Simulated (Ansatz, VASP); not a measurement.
Two plane-wave programs on Si2Mo

```xyz
3
Lattice="-1.5673 1.5673 3.8503 1.5673 -1.5673 3.8503 1.5673 1.5673 -3.8503" Properties=species:S:1:pos:R:3 pbc="T T T"
Si    0.0000    0.0000    2.5643
Si    0.0000    0.0000    5.1363
Mo    0.0000    0.0000    0.0000
```

Alike in both runs: task single point; functional PBE; k mesh 13 × 13 × 13; occupations fermi-dirac, width 0.05 eV; no spin polarisation.

```csv
,VASP,Ansatz
version,VASP 6.6.1,Ansatz 0.2.0
potentials or method,"VASP PAW PBE potentials, release 64 (Si, Mo_sv), cutoff 520 eV","plane waves, PAW"
valence electrons in the cell,22,22
```

VASP gave:

* pressure (GPa): 17.9
* traceless stress, the component that is largest in VASP (GPa): 0.52

Task: What did Ansatz give for the same quantities?

Result: Pressure (GPa): 17.7; traceless stress, the component that is largest in VASP (GPa): 0.53.

The functional is the same, so the differences come from potentials, cutoffs and numerics. Ansatz's warnings: stress scf threshold loose.
